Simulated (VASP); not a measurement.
# HgTe (zincblende type): density of states with PBEsol

The system is HgTe (zincblende type).

```
Hg Te
1.0
     0.00000    3.25586    3.25586
     3.25586    0.00000    3.25586
     3.25586    3.25586    0.00000
Hg Te
1 1
Direct
  0.00000 0.00000 0.00000
  0.25000 0.25000 0.25000
```

* Program: VASP 6.6.1
* Task: density of states
* Functional: PBEsol
* Potentials or basis: VASP PAW PBE potentials, release 64 (Hg, Te)
* Cutoff: 520 eV
* k mesh: 12 × 12 × 12
* Occupations: fermi-dirac, width 0.05 eV
* Spin: no spin polarisation
* Dipole correction: no
* k mesh for the DOS: 18 × 18 × 18
* Occupations for the DOS: tetrahedron
* Further INCAR settings: ALGO = Normal; EDIFF = 1e-06

| Quantity | Value |
| --- | --- |
| Valence electrons inside the program's atomic spheres | Hg 10.51; Te 3.36 |

Levels at points of the mesh, in eV from the Fermi level:
| k point | band 7 | band 8 | band 9 | band 10 | band 11 | band 12 |
| --- | --- | --- | --- | --- | --- | --- |
| (0.00, 0.00, 0.00) | -0.86 | 0.00 | 0.00 | 0.00 | 4.22 | 4.22 |
| (0.50, 0.00, 0.00) | -5.39 | -0.95 | -0.95 | 0.64 | 5.00 | 5.00 |
| (0.50, 0.50, 0.00) | -5.35 | -2.20 | -2.20 | 1.85 | 2.44 | 8.02 |

Wall time 57 s on 1 thread of Intel(R) Xeon(R) 6975P-C (Granite Rapids), with other jobs on the host, peak memory 0.34 GiB.

Caveat: spin-orbit coupling is left out, which moves the levels of the heavy elements.
